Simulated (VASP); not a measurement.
Here is a VASP 6.6.1 calculation.

The input INCAR:

```
SYSTEM = Hg
  ALGO = Normal
  EDIFF = 1E-6
  ENCUT = 550
  GGA = PE
  GGA_COMPAT = .False.
  ISIF = 2
  ISMEAR = 0
  LASPH = .True.
  LCHARG = .False.
  LREAL = .False.
  LWAVE = .False.
  NBANDS = 16
  NELM = 120
  PREC = Accurate
  SIGMA = 0.1
```

File KPOINTS:

```
k-points
0
Gamma
  14 14 14
  0 0 0
```

File POSCAR:

```
Hg
1.0
    2.1769875393     -2.1294111114      0.0820762883
    2.1769875393      2.1294111114      0.0820762883
   -0.2281566587      0.0000000000      2.8056602689
Hg
1
Direct
    0.5000000000      0.5000000000      0.5000000000
```

Potentials or basis: VASP PAW PBE potentials, release 64 (Hg_sv_GW).

Run with:

```sh
$ cat potpaw_PBE.64/Hg_sv_GW/POTCAR > POTCAR
$ mpirun -np 1 vasp_std > vasp.out
```

Problem. Estimate the band gap on the k mesh.

Solution. Zero (bands 10 and 11 overlap by 6.14 eV).

Problem. Predict the pressure.

Solution. 3.9 GPa.

Stress tensor (GPa, compression positive):
```
 2.40  0.00 -0.41
 0.00  2.38  0.00
-0.41  0.00  7.00
```

Caveat: the cell differs from its parent crystal (strained); the cell stands under pressure; spin-orbit coupling is left out, which moves the levels of the heavy elements.
